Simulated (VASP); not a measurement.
# GaN (Fm-3m) in VASP: further runs

The runs below take GaN through relaxation of cell and atoms, with LDA.

Program: VASP 6.6.1. These are calculated values, not measurements. Logs are shortened: lines on timing, memory, paths and dates and some standing lists are left out, and cuts for length are marked.

## 1. The cell of the first run

Symmetry: Fm-3m, No. 225, cubic system. Conventional cell: a = 4.270 Å, b = 4.270 Å, c = 4.270 Å, α = 90.00°, β = 90.00°, γ = 90.00°. Within 2.8 Å of Ga (site symmetry m-3m) lie 6 N at 2.14 Å. Within 2.8 Å of N (site symmetry m-3m) lie 6 Ga at 2.14 Å.

## 2. Relaxation of cell and atoms, LDA

File INCAR:

```
PREC     = Accurate       # precision mode
ENCUT    = 600            # plane-wave cutoff, eV
EDIFF    = 1E-7           # SCF threshold, eV
ISMEAR   = 0              # smearing method
SIGMA    = 0.1            # smearing width, eV
LREAL    = False          # projectors in reciprocal space
LASPH    = True           # aspherical terms in the spheres
NELM     = 120            # most SCF steps
ALGO     = Normal         # electronic algorithm
ISIF     = 3              # what is computed and relaxed
LWAVE    = False          # write WAVECAR
LCHARG   = False          # write CHGCAR
IBRION   = 2              # ionic algorithm
NSW      = 100            # ionic steps
EDIFFG   = -0.05          # ionic threshold
GGA_COMPAT= False        
NELMIN   = 4
```

File KPOINTS:

```
regular mesh
0
Gamma
  8 8 8
```

File POSCAR:

```
GaN
1.0
    0.0000000000      2.1352350000      2.1352350000
    2.1352350000      0.0000000000      2.1352350000
    2.1352350000      2.1352350000      0.0000000000
Ga N
1 1
Direct
    0.0000000000      0.0000000000      0.0000000000
    0.5000000000      0.5000000000      0.5000000000
```

Potentials or basis: VASP PAW LDA potentials, release 64 (Ga_d, N).

Command:

```
> cat potpaw_LDA.64/Ga_d/POTCAR potpaw_LDA.64/N/POTCAR > POTCAR
> mpirun -np 1 vasp_std > vasp.out
```

OUTCAR:

```text
PREC = Accurate
   ENCUT = 600
   EDIFF = 1E-7
   ISMEAR = 0
   LREAL = False
   LASPH = True
   NELM = 120
   ISIF = 3
   IBRION = 2
   NSW = 100
   EDIFFG = -0.05
   NELMIN = 4

 ion  position               nearest neighbor table
   1  0.000  0.000  0.000-   2 2.14   2 2.14   2 2.14   2 2.14   2 2.14   2 2.14
   2  0.500  0.500  0.500-   1 2.14   1 2.14   1 2.14   1 2.14   1 2.14   1 2.14

  LATTYP: Found a face centered cubic cell.
 ALAT       =     4.2704700000

  Lattice vectors:

 A1 = (   0.0000000000,   2.1352350000,   2.1352350000)
 A2 = (   2.1352350000,   0.0000000000,   2.1352350000)
 A3 = (   2.1352350000,   2.1352350000,   0.0000000000)

Analysis of symmetry for initial positions (statically):
=====================================================================
 Subroutine PRICEL returns:
 Original cell was already a primitive cell.

 Routine SETGRP: Setting up the symmetry group for a
 face centered cubic supercell.

 Subroutine GETGRP returns: Found 48 space group operations
 (whereof 48 operations were pure point group operations)
 out of a pool of 48 trial point group operations.

The static configuration has the point symmetry O_h .

Analysis of symmetry for dynamics (positions and initial velocities):
=====================================================================
 Subroutine PRICEL returns:
 Original cell was already a primitive cell.

 Routine SETGRP: Setting up the symmetry group for a
 face centered cubic supercell.

 Subroutine GETGRP returns: Found 48 space group operations
 (whereof 48 operations were pure point group operations)
 out of a pool of 48 trial point group operations.

The dynamic configuration has the point symmetry O_h .

 Subroutine INISYM returns: Found 48 space group operations
 (whereof 48 operations are pure point group operations),
 and found     1 'primitive' translations

----------------------------------------------------------------------------------------

                                     Primitive cell

  volume of cell :      19.4700

  direct lattice vectors                    reciprocal lattice vectors
     0.000000000  2.135235000  2.135235000    -0.234166263  0.234166263  0.234166263
     2.135235000  0.000000000  2.135235000     0.234166263 -0.234166263  0.234166263
     2.135235000  2.135235000  0.000000000     0.234166263  0.234166263 -0.234166263

  length of vectors
     3.019678296  3.019678296  3.019678296     0.405587864  0.405587864  0.405587864

  position of ions in fractional coordinates (direct lattice)
     0.000000000  0.000000000  0.000000000
     0.500000000  0.500000000  0.500000000

  ion indices of the primitive-cell ions
   primitive index   ion index
                 1           1
                 2           2

----------------------------------------------------------------------------------------

 KPOINTS: regular mesh

Automatic generation of k-mesh.
 Grid dimensions read from file:
 generate k-points for:    8    8    8

 Generating k-lattice:

  Cartesian coordinates                     Fractional coordinates (reciprocal lattice)
    -0.029270783  0.029270783  0.029270783     0.125000000  0.000000000  0.000000000
     0.029270783 -0.029270783  0.029270783     0.000000000  0.125000000  0.000000000
     0.029270783  0.029270783 -0.029270783     0.000000000  0.000000000  0.125000000

  Length of vectors
     0.050698483  0.050698483  0.050698483

  Shift w.r.t. Gamma in fractional coordinates (k-lattice)
     0.000000000  0.000000000  0.000000000

 Subroutine IBZKPT returns following result:
 ===========================================

 Found     29 irreducible k-points:

 Following reciprocal coordinates:
            Coordinates               Weight
  0.000000  0.000000  0.000000      1.000000
  0.125000  0.000000  0.000000      8.000000
  0.250000  0.000000  0.000000      8.000000
  0.375000  0.000000  0.000000      8.000000
  0.500000  0.000000  0.000000      4.000000
  0.125000  0.125000  0.000000      6.000000
[... 16 lines left out ...]
  0.500000  0.250000  0.125000     48.000000
 -0.375000  0.250000  0.125000     24.000000
 [... further k-points ...]
   k-points           NKPTS =     29   k-points in BZ     NKDIM =     29   number of bands    NBANDS=     13
   number of dos      NEDOS =    301   number of ions     NIONS =      2
   total plane-waves  NPLWV =  13824
   dimension x,y,z NGX =    24 NGY =   24 NGZ =   24
   dimension x,y,z NGXF=    48 NGYF=   48 NGZF=   48
   ions per type =               1   1
   NGX,Y,Z   is equivalent  to a cutoff of  13.21, 13.21, 13.21 a.u.
   NGXF,Y,Z  is equivalent  to a cutoff of  26.43, 26.43, 26.43 a.u.
 SYSTEM =  unknown system
   PREC   = accura    normal or accurate (medium, high low for compatibility)
   ISTART =      0    job   : 0-new  1-cont  2-samecut
   ICHARG =      2    charge: 1-file 2-atom 10-const
   ISPIN  =      1    spin polarized calculation?
   LNONCOLLINEAR =      F non collinear calculations
   LSORBIT =      F    spin-orbit coupling
   LASPH  =      T    aspherical Exc in radial PAW
   ENCUT  =  600.0 eV  44.10 Ry    6.64 a.u.   6.03  6.03  6.03*2*pi/ulx,y,z
   NELM   =    120;   NELMIN=  4; NELMDL= -5     # of ELM steps
   EDIFF  = 0.1E-06   stopping-criterion for ELM
   LREAL  =      F    real-space projection
   EDIFFG = -.5E-01   stopping-criterion for IOM
   NSW    =    100    number of steps for IOM
   IBRION =      2    ionic relax: 0-MD 1-quasi-New 2-CG
   NFREE  =      1    steps in history (QN), initial steepest desc. (CG)
   ISIF   =      3    stress and relaxation
   ISYM   =      2    0-nonsym 1-usesym 2-fastsym
   POTIM  = 0.5000    time-step for ionic-motion
   TEBEG  =    0.0;   TEEND  =   0.0 temperature during run
   PSTRESS=    0.0 pullay stress
   NELECT =      18.0000    total number of electrons
   NUPDOWN=      -1.0000    fix difference up-down
   EMIN   =  10.00;   EMAX   =-10.00  energy-range for DOS
   EFERMI =   0.00;   METHOD = LEGACY
   ISMEAR =     0;   SIGMA  =   0.10  broadening in eV -4-tet -1-fermi 0-gaus
   EFERMI_NEDOS =   21; number of points for ismear=-14 and -15
   IALGO  =     38    algorithm
   IMIX   =      4    mixing-type and parameters
     AMIX     =   0.40;   BMIX     =  1.00
     AMIX_MAG =   1.60;   BMIX_MAG =  1.00
  volume/ion in A,a.u.               =       9.74        65.70
  Fermi-wavevector in a.u.,A,eV,Ry     =   1.594814  3.013761 34.605481  2.543431
  Thomas-Fermi vector in A             =   2.692830
   LORBIT       =      0    0 simple, 1 ext, 2 COOP (PROOUT), +10 PAW based schemes
   GGA     = CA    functional components
   LHFCALC =     F    Hartree Fock is set to
   AEXX    =    0.0000 exact exchange contribution
   IVDW    =     0    specifies the selected vdW correction
   LEPSILON=     F    determine dielectric tensor
   LRPA    =     F    only Hartree local field effects (RPA)
 conjugate gradient relaxation of ions
 non-spin polarized calculation
 Gauss-broadening in eV      SIGMA  =   0.10
  energy-cutoff  :      600.00
  volume of cell :       19.47
 maximum number of plane-waves:       660
   NGX = 13   NGY = 13   NGZ = 13

--------------------------------------- Ionic step        1  -------------------------------------------

 number of electron      18.0000005 magnetization

 Free energy of the ion-electron system (eV)
  ---------------------------------------------------
  ext. energy  EPLUGINS =         0.00000000
  ---------------------------------------------------
  free energy    TOTEN  =       -13.03703998 eV

  energy without entropy =      -13.03664194  energy(sigma->0) =      -13.03684096

------------------------ aborting loop because EDIFF is reached ----------------------------------------

  FORCE on cell =-STRESS in cart. coord.  units (eV):
  Direction    XX          YY          ZZ          XY          YZ          ZX
  --------------------------------------------------------------------------------------
  -------------------------------------------------------------------------------------
  Total       -1.5411813     -1.5411813     -1.5411813     -0.0000000      0.0000000     -0.0000000
  in kB     -126.8227847   -126.8227847   -126.8227847     -0.0000000      0.0000000     -0.0000000
  external PRESSURE =    -126.8227847 kB  Pullay stress =       0.0000000 kB
[... 57 lines left out ...]
  energy  without entropy=      -13.0378894747  energy(sigma->0) =      -13.03788947

--------------------------------------- Ionic step        3  -------------------------------------------

 number of electron      18.0000001 magnetization

 Free energy of the ion-electron system (eV)
  ---------------------------------------------------
  ext. energy  EPLUGINS =         0.00000000
  ---------------------------------------------------
  free energy    TOTEN  =       -13.08342788 eV

  energy without entropy =      -13.08342766  energy(sigma->0) =      -13.08342777

 E-fermi :   8.3274     XC(G=0): -13.6347

 val. band max:        8.0099526045   @ k =  -0.2500   0.1250   0.0000
 cond. band min:       8.6119989626   @ k =   0.5000   0.5000   0.0000
 fundamental gap:      0.6020463581
 Fermi energy:         8.3274187597

 k-point     1 :       0.0000    0.0000    0.0000
  band No.  band energies     occupation
      1      -9.4503      2.00000
      2      -6.0679      2.00000
      3      -6.0679      2.00000
      4      -6.0679      2.00000
      5      -5.9632      2.00000
      6      -5.9632      2.00000
      7       7.4702      2.00000
      8       7.4702      2.00000
      9       7.4702      2.00000
     10      10.6491      0.00000
     11      22.8380      0.00000
     12      22.8380      0.00000
     13      22.8380      0.00000
[... 353 lines left out ...]
 k-point    24 :      -0.3750    0.2500    0.1250
  band No.  band energies     occupation
      1      -7.1452      2.00000
      2      -6.1991      2.00000
      3      -6.1035      2.00000
      4      -6.0155      2.00000
      5      -5.8159      2.00000
      6      -4.3588      2.00000
      7       0.3194      2.00000
      8       4.8551      2.00000
      9       6.3565      2.00000
     10      13.8992      0.00000
     11      15.1810      0.00000
     12      18.8555      0.00000
     13      18.9361      0.00000

 [... further k-points ...]

------------------------ aborting loop because EDIFF is reached ----------------------------------------

  FORCE on cell =-STRESS in cart. coord.  units (eV):
  Direction    XX          YY          ZZ          XY          YZ          ZX
  --------------------------------------------------------------------------------------
  -------------------------------------------------------------------------------------
  Total       -0.0187063     -0.0187063     -0.0187063     -0.0000000     -0.0000000     -0.0000000
  in kB       -1.6312373     -1.6312373     -1.6312373     -0.0000000     -0.0000000     -0.0000000
  external PRESSURE =      -1.6312373 kB  Pullay stress =       0.0000000 kB
[... 17 lines left out ...]
  FREE ENERGIE OF THE ION-ELECTRON SYSTEM (eV)
  ---------------------------------------------------
  free  energy   TOTEN  =       -13.0834278750 eV

  energy  without entropy=      -13.0834276635  energy(sigma->0) =      -13.08342777

 reached required accuracy - stopping structural energy minimisation
```

Wall time 20 s (1 thread of AMD EPYC 7R43 (Zen 3), shared host); peak memory 0.11 GiB.

Results:

| Item | Value |
| --- | --- |
| Free energy | -13.0834 eV |
| Relaxed volume | 9.19 Å³/atom |
| Relaxed cell | a = 2.962 Å, b = 2.962 Å, c = 2.962 Å, α = 60.00°, β = 60.00°, γ = 60.00° |
| Space group after relaxing (to 0.1 Å) | Fm-3m (No. 225) |
| Energy gained by relaxing | 23.2 meV/atom |
| Ionic steps | 3 |
| Pressure after relaxing | -0.2 GPa |
| Band gap on the k mesh | 0.60 eV (least direct gap 3.18 eV) |

The path:
```
step  energy change (eV)  largest force (eV/Å)  pressure (GPa)  volume (Å³)
   1              0.0000                0.0000          -12.68        19.47
   2             -0.0008                0.0000           15.58        17.38
   3             -0.0464                0.0000           -0.16        18.37
```

Final structure:
```xyz
2
Lattice="0.0000 2.0944 2.0944 2.0944 0.0000 2.0944 2.0944 2.0944 0.0000" Properties=species:S:1:pos:R:3 pbc="T T T"
Ga    0.0000    0.0000    0.0000
N     2.0944    2.0944    2.0944
```

A k mesh can miss the band edges.

## 3. Relaxation of cell and atoms, LDA

This run uses another cell than the first one, of 9.14 Å³/atom.

File INCAR:

```
SYSTEM = GaN
  PREC = Accurate
  ENCUT = 600
  EDIFF = 1E-7
  ISMEAR = 0
  SIGMA = 0.02
  LREAL = .False.
  LASPH = .True.
  NELM = 120
  ALGO = Normal
  ISIF = 3
  LWAVE = .False.
  LCHARG = .False.
  GGA = CA
  IBRION = 2
  NSW = 100
  EDIFFG = -0.002
  GGA_COMPAT = .False.
  NELMIN = 4
```

File KPOINTS:

```
Automatic mesh
0
Gamma
  12 12 12
  0 0 0
```

File POSCAR:

```
GaN
1.0
    0.0000000000      2.0910323418      2.0910323418
    2.0910323418      0.0000000000      2.0910323418
    2.0910323418      2.0910323418      0.0000000000
Ga N
1 1
Direct
    0.0000000000      0.0000000000      0.0000000000
    0.5000000000      0.5000000000      0.5000000000
```

Potentials or basis: VASP PAW LDA potentials, release 64 (Ga_d, N).

Command:

```
> cat potpaw_LDA.64/Ga_d/POTCAR potpaw_LDA.64/N/POTCAR > POTCAR
> mpirun -np 1 vasp_std > vasp.out
```

It took 64 s on 1 thread of AMD EPYC 7R43 (Zen 3), shared host; peak memory 0.12 GiB.

The run converged. Its results:

* Free energy: -13.0833 eV
* Relaxed volume: 9.19 Å³/atom
* Relaxed cell: a = 2.962 Å, b = 2.962 Å, c = 2.962 Å, α = 60.00°, β = 60.00°, γ = 60.00°
* Space group after relaxing (to 0.1 Å): Fm-3m (No. 225)
* Energy gained by relaxing: 0.2 meV/atom
* Ionic steps: 7
* Pressure after relaxing: 0.0 GPa
* Band gap on the k mesh: 0.58 eV (least direct gap 3.18 eV)

The path:
| step | energy change (eV) | largest force (eV/Å) | pressure (GPa) | volume (Å³) |
| --- | --- | --- | --- | --- |
| 1 | 0.0000 | 0.0000 | 1.09 | 18.29 |
| 2 | 0.0000 | 0.0000 | -1.08 | 18.45 |
| 3 | -0.0003 | 0.0000 | 0.09 | 18.37 |
| 4 | -0.0003 | 0.0000 | -0.12 | 18.38 |
| 5 | -0.0003 | 0.0000 | -0.04 | 18.37 |
| 6 | -0.0003 | 0.0000 | 0.04 | 18.37 |
| 7 | -0.0003 | 0.0000 | 0.00 | 18.37 |

Final structure:
```yaml
crystal:
  lattice:
    - [0.00000, 2.09424, 2.09424]
    - [2.09424, 0.00000, 2.09424]
    - [2.09424, 2.09424, 0.00000]
  atoms:
    - { symbol: Ga, position: [0.00000, 0.00000, 0.00000] }
    - { symbol: N, position: [0.50000, 0.50000, 0.50000] }
```

Levels at points of the mesh, in eV from the valence-band top:
```
           k point  band 5  band 6  band 7  band 8  band 9  band 10  band 11  band 12  band 13
(0.00, 0.00, 0.00)  -13.99  -13.99   -0.56   -0.56   -0.56     2.62    14.81    14.81    14.81
(0.50, 0.00, 0.00)  -13.85  -13.85   -8.49   -0.17   -0.17     4.78     9.04     9.04     9.59
(0.50, 0.50, 0.00)  -13.79  -10.81   -7.40   -3.18   -3.18     0.58     7.79    12.04    14.62
```

A k mesh can miss the band edges.
